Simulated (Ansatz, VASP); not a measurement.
# SnSe in VASP and in Ansatz

Contents of INCAR:

```
SYSTEM = SnSe
PREC = Accurate
ENCUT = 520
EDIFF = 1E-6
ISMEAR = 0
SIGMA = 0.05
LREAL = .FALSE.
LASPH = .TRUE.
NELM = 80
ALGO = Normal
ISIF = 2
LWAVE = .FALSE.
LCHARG = .TRUE.
GGA = CA
LELF = .TRUE.
LVHAR = .TRUE.
NBANDS = 50
```

Contents of KPOINTS:

```
regular mesh
0
G
  6 6 6
  0 0 0
```

File POSCAR:

```
SnSe
1.0
    5.8932955401      0.0000000000      0.0000000000
    0.0000000000     -5.8932955401      0.0000000000
    0.0000000000      0.0000000000     -5.8932955401
Sn Se
4 4
Direct
    0.0000000000      0.0000000000      0.0000000000
    0.5000000000      0.5000000000      0.0000000000
    0.5000000000      0.0000000000      0.5000000000
    0.0000000000      0.5000000000      0.5000000000
    0.5000000000      0.0000000000     -0.0135747477
    0.0000000000      0.5000000000      0.0000000000
    0.0000000000      0.0000000000      0.5000000000
    0.5000000000      0.5000000000      0.5000000000
```

Input for Ansatz:

```yaml
crystal:
  lattice:
    - [5.8932955401, 0.0, 0.0]
    - [0.0, -5.8932955401, 0.0]
    - [0.0, 0.0, -5.8932955401]
  atoms:
    - { symbol: Sn, position: [0.0, 0.0, 0.0] }
    - { symbol: Sn, position: [0.5, 0.5, 0.0] }
    - { symbol: Sn, position: [0.5, 0.0, 0.5] }
    - { symbol: Sn, position: [0.0, 0.5, 0.5] }
    - { symbol: Se, position: [0.5, 0.0, -0.0135747477] }
    - { symbol: Se, position: [0.0, 0.5, 0.0] }
    - { symbol: Se, position: [0.0, 0.0, 0.5] }
    - { symbol: Se, position: [0.5, 0.5, 0.5] }
basis:
  ecutwfc: 420
kpoints:
  mp_grid: { grid: [6, 6, 6] }
hamiltonian:
  xc: lda
scf:
  occupations: { method: gaussian, width: 0.05 }
output:
  forces: true
  stress: true
  eigenvalues: true
```

Alike in both runs: task single point; functional LDA; k mesh 6 × 6 × 6; occupations gaussian, width 0.05 eV; no spin polarisation.

```csv
,VASP,Ansatz
version,VASP 6.6.1,Ansatz 0.2.0
potentials or method,"VASP PAW LDA potentials, release 64 (Sn_d, Se), cutoff 520 eV","scalar-relativistic, plane waves, PAW"
valence electrons in the cell,80,120
```

VASP gave:

| Item | Value |
| --- | --- |
| gap on the k mesh at the Fermi level (eV) | 0.23 |
| least direct gap on the mesh (eV) | 0.23 |
| pressure (GPa) | 0.2 |
| traceless stress, the component that is largest in VASP (GPa) | 0.06 |
| rms of the force components (eV/Å) | 0.027 |

Q: Estimate Ansatz's values.

A: gap on the k mesh at the Fermi level (eV): 0.24; least direct gap on the mesh (eV): 0.24; pressure (GPa): 0.1; traceless stress, the component that is largest in VASP (GPa): 0.05; rms of the force components (eV/Å): 0.026.

LDA's correlation is that of Perdew and Zunger in VASP and of Perdew and Wang (1992) in Ansatz. Atom by atom the forces differ by 0.002 eV/Å (rms over components). VASP's potentials hold 80 valence electrons a cell and Ansatz's 120, so a difference there can come from the potentials and not from the codes.
